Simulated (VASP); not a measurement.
Input of a VASP 6.6.1 run:

File INCAR:

```
SYSTEM = Cd
PREC = Accurate
ENCUT = 500
EDIFF = 1E-6
ISMEAR = 0
SIGMA = 0.1
LREAL = .FALSE.
LASPH = .TRUE.
NELM = 200
ALGO = Normal
ISIF = 2
LWAVE = .FALSE.
LCHARG = .FALSE.
LDAU = .TRUE.
LDAUTYPE = 1
LDAUL = 2
LDAUU = 8.4
LDAUJ = 0.36
LDAUPRINT = 1
GGA = PE
ISYM = 0
NBANDS = 12
GGA_COMPAT = .FALSE.
```

The input KPOINTS:

```
Automatic mesh
0
Gamma
  3 3 3
  0.56 0.62 0.43
```

The input POSCAR:

```
Cd
1.0
    1.6080291515      0.9283960635      2.4492874100
   -1.6080291515      0.9283960635      2.4492874100
    0.0000000000     -1.8567921270      2.4492874100
Cd
1
Direct
    0.0000000000      0.0000000000      0.0000000000
```

Potentials or basis: VASP PAW PBE potentials, release 64 (Cd).

The run is started by

```sh
$ cat potpaw_PBE.64/Cd/POTCAR > POTCAR
$ mpirun -np 1 vasp_std > vasp.out
```

**Question.** Estimate the band gap on the k mesh.

**Answer.** Zero (band 6 reaches 2.67 eV, above the bottom of band 7 at 2.02 eV).

**Question.** What does it give for the pressure?

**Answer.** 2.3 GPa.

Stress tensor (GPa, compression positive):
```
-4.84  0.00  0.00
 0.00 -4.84  0.00
 0.00  0.00 16.63
```

Caveat: the k points lie up to 0.80 Å⁻¹ apart; U without spin polarisation on a metal has little footing; the U is typed as a test and isn't derived for this compound.
